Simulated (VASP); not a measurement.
# BN (Pm) in VASP: notebook

BN is run at these levels: PBE+D3(BJ); tasks: single point.

Everything below comes from runs of VASP 6.6.1. Logs are shortened: lines on timing, memory, paths and dates and some standing lists are left out, and cuts for length are marked.

## Step 1: The cell of the first run

It takes space group Pm (No. 6, monoclinic). Conventional cell: a = 2.551 Å, b = 6.592 Å, c = 2.551 Å, α = 90.00°, β = 116.59°, γ = 90.00°. B (site symmetry m) has 3 N at 1.45 to 1.52 Å within 1.9 Å. B (site symmetry m) has 3 N at 1.45 to 1.52 Å within 1.9 Å. Within 1.9 Å of N (site symmetry m) lie 3 B at 1.45 to 1.52 Å. N (site symmetry m) has 3 B at 1.45 to 1.52 Å within 1.9 Å.

## Step 2: Single point, PBE+D3(BJ) (mode 4 frozen in at -0.174 Å, normal strain along x +0.0700)

Contents of INCAR:

```
SYSTEM = BN
PREC = Accurate
ENCUT = 520
EDIFF = 1E-7
ISMEAR = 1
SIGMA = 0.05
LREAL = .FALSE.
LASPH = .TRUE.
NELM = 60
ALGO = Normal
ISIF = 2
LWAVE = .FALSE.
LCHARG = .FALSE.
GGA = PE
IVDW = 12
NBANDS = 16
```

Contents of KPOINTS:

```
Automatic mesh
0
G
  12 12 4
  0 0 0
```

Contents of POSCAR:

```
BN
1.0
    2.6815406787      0.0000000000      0.0000000000
   -1.3407703394      2.1703573356      0.0000000000
    0.0000000000      0.0000000000      6.5923998870
B N
2 2
Direct
   -0.0691507274      0.0000000000      0.5000000000
    0.4026039588      0.6666666667      0.0000000000
    0.0689367990      0.0000000000      0.0000000000
    0.5976373354      0.3333333333      0.5000000000
```

Potentials or basis: VASP PAW PBE potentials, release 64 (B, N).

On the command line:

```bash
$ cat potpaw_PBE.64/B/POTCAR potpaw_PBE.64/N/POTCAR > POTCAR
$ mpirun -np 1 vasp_std > vasp.out
```

OUTCAR:

```text
SYSTEM = BN
   PREC = Accurate
   ENCUT = 520
   EDIFF = 1E-7
   ISMEAR = 1
   LREAL = .FALSE.
   LASPH = .TRUE.
   NELM = 60
   ISIF = 2
   GGA = PE
   IVDW = 12
 IVDW          = 12

 ion  position               nearest neighbor table
   1  0.931  0.000  0.500-   4 1.45   4 1.52   4 1.52
   2  0.403  0.667  0.000-   3 1.45   3 1.52   3 1.52
   3  0.069  0.000  0.000-   2 1.45   2 1.52   2 1.52
   4  0.598  0.333  0.500-   1 1.45   1 1.52   1 1.52

  Warning from LATTYP: Monoclinic adjustment (A1->A3, A2->A1, A3->A2)!
  LATTYP: Found a base centered orthorhombic cell.
 ALAT       =     2.6815406787
 B/A-ratio  =     1.6187390725
 C/A-ratio  =     2.4584373973

  Lattice vectors:

 A1 = (   1.3407703394,  -2.1703573356,   0.0000000000)
 A2 = (   1.3407703393,   2.1703573356,   0.0000000000)
 A3 = (   0.0000000000,   0.0000000000,   6.5923998870)

Analysis of symmetry for initial positions (statically):
=====================================================================
 Subroutine PRICEL returns:
 Original cell was already a primitive cell.

 Routine SETGRP: Setting up the symmetry group for a
 base centered orthorhombic supercell.

 Subroutine GETGRP returns: Found  2 space group operations
 (whereof  2 operations were pure point group operations)
 out of a pool of  8 trial point group operations.

The static configuration has the point symmetry C_1h.

Analysis of symmetry for dynamics (positions and initial velocities):
=====================================================================
 Subroutine PRICEL returns:
 Original cell was already a primitive cell.

 Routine SETGRP: Setting up the symmetry group for a
 base centered orthorhombic supercell.

 Subroutine GETGRP returns: Found  2 space group operations
 (whereof  2 operations were pure point group operations)
 out of a pool of  8 trial point group operations.

The dynamic configuration has the point symmetry C_1h.

 Subroutine INISYM returns: Found  2 space group operations
 (whereof  2 operations are pure point group operations),
 and found     1 'primitive' translations

----------------------------------------------------------------------------------------

                                     Primitive cell

  volume of cell :      38.3671

  direct lattice vectors                    reciprocal lattice vectors
     2.681540679  0.000000000  0.000000000     0.372919944  0.230376810  0.000000000
    -1.340770339  2.170357336  0.000000000     0.000000000  0.460753620  0.000000000
     0.000000000  0.000000000  6.592399887     0.000000000  0.000000000  0.151689827

  length of vectors
     2.681540679  2.551100952  6.592399887     0.438340917  0.460753620  0.151689827

  position of ions in fractional coordinates (direct lattice)
     0.930849273  0.000000000  0.500000000
     0.402603959  0.666666667  0.000000000
     0.068936799  0.000000000  0.000000000
     0.597637335  0.333333333  0.500000000

  ion indices of the primitive-cell ions
   primitive index   ion index
                 1           1
                 2           2
                 3           3
                 4           4

----------------------------------------------------------------------------------------

 KPOINTS: Automatic mesh

Automatic generation of k-mesh.
 Grid dimensions read from file:
 generate k-points for:   12   12    4

 Generating k-lattice:

  Cartesian coordinates                     Fractional coordinates (reciprocal lattice)
     0.031076662  0.019198068  0.000000000     0.083333333  0.000000000  0.000000000
     0.000000000  0.038396135  0.000000000     0.000000000  0.083333333  0.000000000
     0.000000000  0.000000000  0.037922457     0.000000000  0.000000000  0.250000000

  Length of vectors
     0.036528410  0.038396135  0.037922457

  Shift w.r.t. Gamma in fractional coordinates (k-lattice)
     0.000000000  0.000000000  0.000000000

 Subroutine IBZKPT returns following result:
 ===========================================

 Found    222 irreducible k-points:

 Following reciprocal coordinates:
            Coordinates               Weight
  0.000000  0.000000  0.000000      1.000000
  0.083333 -0.000000  0.000000      2.000000
  0.083333 -0.083333  0.000000      2.000000
  0.166667 -0.000000  0.000000      2.000000
  0.166667 -0.166667  0.000000      2.000000
  0.250000  0.000000  0.000000      2.000000
[... 16 lines left out ...]
  0.416667  0.083333  0.000000      2.000000
  0.416667  0.500000  0.000000      2.000000
 [... further k-points ...]
   k-points           NKPTS =    222   k-points in BZ     NKDIM =    222   number of bands    NBANDS=     16
   number of dos      NEDOS =    301   number of ions     NIONS =      4
   total plane-waves  NPLWV =  20000
   dimension x,y,z NGX =    20 NGY =   20 NGZ =   50
   dimension x,y,z NGXF=    40 NGYF=   40 NGZF=  100
   ions per type =               2   2
   NGX,Y,Z   is equivalent  to a cutoff of  12.40, 13.03, 12.61 a.u.
   NGXF,Y,Z  is equivalent  to a cutoff of  24.80, 26.07, 25.22 a.u.
 SYSTEM =  BN
   PREC   = accura    normal or accurate (medium, high low for compatibility)
   ISTART =      0    job   : 0-new  1-cont  2-samecut
   ICHARG =      2    charge: 1-file 2-atom 10-const
   ISPIN  =      1    spin polarized calculation?
   LNONCOLLINEAR =      F non collinear calculations
   LSORBIT =      F    spin-orbit coupling
   LASPH  =      T    aspherical Exc in radial PAW
   ENCUT  =  520.0 eV  38.22 Ry    6.18 a.u.   4.99  4.74 12.26*2*pi/ulx,y,z
   NELM   =     60;   NELMIN=  2; NELMDL= -5     # of ELM steps
   EDIFF  = 0.1E-06   stopping-criterion for ELM
   LREAL  =      F    real-space projection
   EDIFFG = 0.1E-05   stopping-criterion for IOM
   NSW    =      0    number of steps for IOM
   IBRION =     -1    ionic relax: 0-MD 1-quasi-New 2-CG
   NFREE  =      0    steps in history (QN), initial steepest desc. (CG)
   ISIF   =      2    stress and relaxation
   ISYM   =      2    0-nonsym 1-usesym 2-fastsym
   POTIM  = 0.5000    time-step for ionic-motion
   TEBEG  =    0.0;   TEEND  =   0.0 temperature during run
   PSTRESS=    0.0 pullay stress
   NELECT =      16.0000    total number of electrons
   NUPDOWN=      -1.0000    fix difference up-down
   EMIN   =  10.00;   EMAX   =-10.00  energy-range for DOS
   EFERMI =   0.00;   METHOD = LEGACY
   ISMEAR =     1;   SIGMA  =   0.05  broadening in eV -4-tet -1-fermi 0-gaus
   EFERMI_NEDOS =   21; number of points for ismear=-14 and -15
   IALGO  =     38    algorithm
   IMIX   =      4    mixing-type and parameters
     AMIX     =   0.40;   BMIX     =  1.00
     AMIX_MAG =   1.60;   BMIX_MAG =  1.00
  volume/ion in A,a.u.               =       9.59        64.73
  Fermi-wavevector in a.u.,A,eV,Ry     =   1.223099  2.311323 20.353938  1.495972
  Thomas-Fermi vector in A             =   2.358222
   LORBIT       =      0    0 simple, 1 ext, 2 COOP (PROOUT), +10 PAW based schemes
   GGA     = PE    functional components
   LHFCALC =     F    Hartree Fock is set to
   AEXX    =    0.0000 exact exchange contribution
   IVDW    =    12    specifies the selected vdW correction
   LEPSILON=     F    determine dielectric tensor
   LRPA    =     F    only Hartree local field effects (RPA)
 non-spin polarized calculation
 Methfessel and Paxton  Order N= 1 SIGMA  =   0.05
  energy-cutoff  :      520.00
  volume of cell :       38.37
 maximum number of plane-waves:      1047
   NGX =  9   NGY =  9   NGZ = 25

 number of electron      15.9999998 magnetization

 Free energy of the ion-electron system (eV)
  ---------------------------------------------------
  ext. energy  EPLUGINS =         0.00000000
  ---------------------------------------------------
  free energy    TOTEN  =       -34.75085247 eV

  energy without entropy =      -34.75088308  energy(sigma->0) =      -34.75086267

 E-fermi :   2.1094     XC(G=0):  -9.9131

 val. band max:        2.0744473394   @ k =   0.2500   0.4167   0.0000
 cond. band min:       5.6159173164   @ k =   0.5000   0.5000   0.0000
 fundamental gap:      3.5414699769
 Fermi energy:         2.1094458583

 k-point     1 :       0.0000    0.0000    0.0000
  band No.  band energies     occupation
      1     -15.3248      2.00000
      2     -14.9927      2.00000
      3      -3.8552      2.00000
      4      -1.6076      2.00000
      5       0.3566      2.00000
      6       0.4589      2.00000
[... 8 lines left out ...]
     15      13.8631      0.00000
     16      14.3260      0.00000

 k-point     2 :       0.0833   -0.0000    0.0000
  band No.  band energies     occupation
      1     -15.2036      2.00000
      2     -14.8763      2.00000
      3      -3.6882      2.00000
      4      -1.4639      2.00000
      5      -0.1859      2.00000
      6      -0.0719      2.00000
[... 8 lines left out ...]
     15      13.4013      0.00000
     16      14.5562      0.00000

 k-point     3 :       0.0833   -0.0833    0.0000
  band No.  band energies     occupation
      1     -15.2037      2.00000
      2     -14.8761      2.00000
      3      -3.6888      2.00000
      4      -1.4629      2.00000
      5      -0.1782      2.00000
      6      -0.0748      2.00000
[... 8 lines left out ...]
     15      13.4684      0.00000
     16      14.5604      0.00000

 k-point     4 :       0.1667   -0.0000    0.0000
  band No.  band energies     occupation
      1     -14.8475      2.00000
      2     -14.5349      2.00000
      3      -3.1933      2.00000
      4      -1.5682      2.00000
      5      -1.4529      2.00000
      6      -1.0443      2.00000
[... 8 lines left out ...]
     15      14.4456      0.00000
     16      15.5455      0.00000
[... 324 lines left out ...]
 k-point    22 :       0.3333   -0.4167    0.0000
  band No.  band energies     occupation
      1     -13.1056      2.00000
      2     -12.8772      2.00000
      3      -5.7002      2.00000
      4      -5.4622      2.00000
      5      -1.8547      2.00000
      6      -1.7272      2.00000
[... 8 lines left out ...]
     15      16.5386      0.00000
     16      17.0188      0.00000

 k-point    23 :       0.4167    0.0833    0.0000
  band No.  band energies     occupation
      1     -12.5619      2.00000
      2     -12.4418      2.00000
      3      -6.4964      2.00000
      4      -6.3912      2.00000
      5      -2.1350      2.00000
      6      -2.0101      2.00000
[... 8 lines left out ...]
     15      17.2317      0.00000
     16      17.8434      0.00000

 k-point    24 :       0.4167    0.5000    0.0000
  band No.  band energies     occupation
      1     -12.5907      2.00000
      2     -12.4060      2.00000
      3      -6.5830      2.00000
      4      -6.3138      2.00000
      5      -2.1390      2.00000
      6      -2.0087      2.00000
[... 8 lines left out ...]
     15      16.4518      0.00000
     16      18.4090      0.00000

 [... further k-points ...]

------------------------ aborting loop because EDIFF is reached ----------------------------------------

 Edisp (eV)   -0.53158

 E8    (eV) :    -0.1560

  FORCE on cell =-STRESS in cart. coord.  units (eV):
  Direction    XX          YY          ZZ          XY          YZ          ZX
  --------------------------------------------------------------------------------------
  -------------------------------------------------------------------------------------
  Total     -12.27628    -2.19180     0.08343     0.07530     0.00000     0.00000
  in kB    -512.64683   -91.52786     3.48413     3.14452     0.00000     0.00000
  external pressure =     -200.23 kB  Pullay stress =        0.00 kB

 VOLUME and BASIS-vectors are now :
 -----------------------------------------------------------------------------
  energy-cutoff  :      520.00
  volume of cell :       38.37
      direct lattice vectors                 reciprocal lattice vectors
     2.681540679  0.000000000  0.000000000     0.372919944  0.230376810  0.000000000
    -1.340770339  2.170357336  0.000000000     0.000000000  0.460753620  0.000000000
     0.000000000  0.000000000  6.592399887     0.000000000  0.000000000  0.151689827

 POSITION                                       TOTAL-FORCE (eV/Angst)
 -----------------------------------------------------------------------------------
      2.49611      0.00000      3.29620         0.017202      0.459542      0.000000
      0.18575      1.44690      0.00000        -0.003943      0.470159      0.000000
      0.18486      0.00000      0.00000        -0.034909     -0.473075      0.000000
      1.15567      0.72345      3.29620         0.021650     -0.456626      0.000000
 -----------------------------------------------------------------------------------
    total drift:                                0.000275      0.000056     -0.000000

  FREE ENERGIE OF THE ION-ELECTRON SYSTEM (eV)
  ---------------------------------------------------
  free  energy   TOTEN  =       -35.2824337365 eV

  energy  without entropy=      -35.2824643505  energy(sigma->0) =      -35.28244394
```

It took 1.9 min on 1 thread of Intel Xeon Platinum 8375C at 2.90GHz (Ice Lake), shared host; peak memory 0.24 GiB.

What came out:

* Free energy: -35.2824 eV
* Pressure: -20.0 GPa
* Largest force: 0.474 eV/Å
* Band gap on the k mesh: 3.54 eV, indirect (least direct gap 3.99 eV)
* Dispersion energy per atom: -0.133 eV

Forces on the atoms (eV/Å):
```
B    0.017  0.460  0.000
B   -0.004  0.470  0.000
N   -0.035 -0.473  0.000
N    0.022 -0.457  0.000
```

Caveat: the cell differs from its parent crystal (mode 4 frozen in at -0.174 Å, normal strain along x +0.0700). A k mesh can miss the band edges.

## Step 3: Single point, PBE+D3(BJ) (mode 4 frozen in at -0.347 Å, normal strain along x +0.0700)

Contents of INCAR:

```
PREC = Accurate
ENCUT = 520
EDIFF = 1E-6
ISMEAR = 1
SIGMA = 0.05
LREAL = False
LASPH = True
NELM = 80
ALGO = Normal
ISIF = 2
LWAVE = False
LCHARG = False
GGA = PE
IVDW = 12
NBANDS = 16
```

Contents of KPOINTS:

```
Automatic mesh
0
Gamma
  12 12 4
```

Contents of POSCAR:

```
BN
1.0
    2.6815406787      0.0000000000      0.0000000000
   -1.3407703394      2.1703573356      0.0000000000
    0.0000000000      0.0000000000      6.5923998870
B N
2 2
Direct
   -0.1383014547      0.0000000000      0.5000000000
    0.4718745842      0.6666666667      0.0000000000
    0.1378735981      0.0000000000      0.0000000000
    0.5286080042      0.3333333333      0.5000000000
```

Potentials or basis: VASP PAW PBE potentials, release 64 (B, N).

On the command line:

```bash
$ cat potpaw_PBE.64/B/POTCAR potpaw_PBE.64/N/POTCAR > POTCAR
$ mpirun -np 1 vasp_std > vasp.out
```

OUTCAR:

```text
PREC = Accurate
   ENCUT = 520
   EDIFF = 1E-6
   ISMEAR = 1
   LREAL = False
   LASPH = True
   NELM = 80
   ISIF = 2
   GGA = PE
   IVDW = 12
 IVDW          = 12

 ion  position               nearest neighbor table
   1  0.862  0.000  0.500-   4 1.45   4 1.52   4 1.52
   2  0.472  0.667  0.000-   3 1.45   3 1.52   3 1.53
   3  0.138  0.000  0.000-   2 1.45   2 1.52   2 1.53
   4  0.529  0.333  0.500-   1 1.45   1 1.52   1 1.52

  Warning from LATTYP: Monoclinic adjustment (A1->A3, A2->A1, A3->A2)!
  LATTYP: Found a base centered orthorhombic cell.
 ALAT       =     2.6815406787
 B/A-ratio  =     1.6187390725
 C/A-ratio  =     2.4584373973

  Lattice vectors:

 A1 = (   1.3407703394,  -2.1703573356,   0.0000000000)
 A2 = (   1.3407703393,   2.1703573356,   0.0000000000)
 A3 = (   0.0000000000,   0.0000000000,   6.5923998870)

Analysis of symmetry for initial positions (statically):
=====================================================================
 Subroutine PRICEL returns:
 Original cell was already a primitive cell.

 Routine SETGRP: Setting up the symmetry group for a
 base centered orthorhombic supercell.

 Subroutine GETGRP returns: Found  2 space group operations
 (whereof  2 operations were pure point group operations)
[... 173 lines left out ...]
 Fermi energy:         2.1884475804

 k-point     1 :       0.0000    0.0000    0.0000
  band No.  band energies     occupation
      1     -15.3150      2.00000
      2     -14.9953      2.00000
      3      -3.8540      2.00000
      4      -1.6022      2.00000
      5       0.3965      2.00000
      6       0.4238      2.00000
[... 433 lines left out ...]
      3      -6.6007      2.00000
      4      -6.2928      2.00000
      5      -2.1100      2.00000
      6      -2.0331      2.00000
[... 8 lines left out ...]
     15      16.1088      0.00000
     16      18.0986      0.00000

 [... further k-points ...]

------------------------ aborting loop because EDIFF is reached ----------------------------------------

 Edisp (eV)   -0.53154

 E8    (eV) :    -0.1560

  FORCE on cell =-STRESS in cart. coord.  units (eV):
  Direction    XX          YY          ZZ          XY          YZ          ZX
  --------------------------------------------------------------------------------------
  -------------------------------------------------------------------------------------
  Total     -12.34913    -2.20797     0.25932     0.09906     0.00000     0.00000
  in kB    -515.68890   -92.20284    10.82905     4.13678     0.00000     0.00000
  external pressure =     -199.02 kB  Pullay stress =        0.00 kB

 VOLUME and BASIS-vectors are now :
 -----------------------------------------------------------------------------
  energy-cutoff  :      520.00
  volume of cell :       38.37
      direct lattice vectors                 reciprocal lattice vectors
     2.681540679  0.000000000  0.000000000     0.372919944  0.230376810  0.000000000
    -1.340770339  2.170357336  0.000000000     0.000000000  0.460753620  0.000000000
     0.000000000  0.000000000  6.592399887     0.000000000  0.000000000  0.151689827

 POSITION                                       TOTAL-FORCE (eV/Angst)
 -----------------------------------------------------------------------------------
      2.31068      0.00000      3.29620         0.030265      0.445570      0.000000
      0.37150      1.44690      0.00000        -0.020715      0.472038      0.000000
      0.36971      0.00000      0.00000        -0.029759     -0.519247      0.000000
      0.97056      0.72345      3.29620         0.020209     -0.398361      0.000000
 -----------------------------------------------------------------------------------
    total drift:                                0.000016     -0.000663      0.000000

  FREE ENERGIE OF THE ION-ELECTRON SYSTEM (eV)
  ---------------------------------------------------
  free  energy   TOTEN  =       -35.2647535655 eV

  energy  without entropy=      -35.2647929843  energy(sigma->0) =      -35.26476671
```

Run time: 1.8 min. Hardware: 1 thread of Intel Xeon Platinum 8375C at 2.90GHz (Ice Lake), shared host; peak memory 0.24 GiB.

Results:

- Free energy: -35.2648 eV
- Pressure: -19.9 GPa
- Largest force: 0.520 eV/Å
- Band gap on the k mesh: 3.20 eV, indirect (least direct gap 3.63 eV)
- Dispersion energy per atom: -0.133 eV

Forces on the atoms (eV/Å):
```
B    0.030  0.446  0.000
B   -0.021  0.472  0.000
N   -0.030 -0.519  0.000
N    0.020 -0.398  0.000
```

Caveat: the cell differs from its parent crystal (mode 4 frozen in at -0.347 Å, normal strain along x +0.0700). A k mesh can miss the band edges.
